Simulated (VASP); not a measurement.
A run of VASP 6.6.1 is set up as follows.

File INCAR:

```
SYSTEM = Ge
PREC = Accurate ; ENCUT = 520
EDIFF = 1E-6 ; ISMEAR = 0
SIGMA = 0.1 ; LREAL = .FALSE.
LASPH = .TRUE. ; NELM = 80
ALGO = Normal ; ISIF = 2
LWAVE = .FALSE. ; LCHARG = .FALSE.
LDIPOL = .TRUE. ; IDIPOL = 3
DIPOL = 0.5 0.5 0.368 ; GGA = PE
IVDW = 12 ; NBANDS = 36
```

File KPOINTS:

```
Automatic mesh
0
G
  9 9 1
  0 0 0
```

File POSCAR:

```
Ge
1.0
    4.0226895311      0.0000000000      0.0000000000
   -2.0113447656      3.4837513255      0.0000000000
    0.0000000000      0.0000000000     18.8685220517
Ge
4
Direct
    0.3333333333      0.6666666667      0.2747571332
    0.6666666667      0.3333333333      0.2384924472
    1.5555555556     -0.5555555556      0.4965159447
    1.2222222222     -0.2222222222      0.4602512588
```

Potentials or basis: VASP PAW PBE potentials, release 64 (Ge_d).

Run with:

```bash
$ cat potpaw_PBE.64/Ge_d/POTCAR > POTCAR
$ mpirun -np 1 vasp_std > vasp.out
```

(1) Predict the dispersion energy per atom.

(2) Predict the largest force.

(3) What does it give for the band gap on the k mesh?

Answers

(1) -0.212 eV.

(2) 0.254 eV/Å.

(3) 0.30 eV.

Caveat: the cell differs from its parent crystal (layers slid over each other); semilocal functionals underestimate gaps, and a narrow one can read as zero.
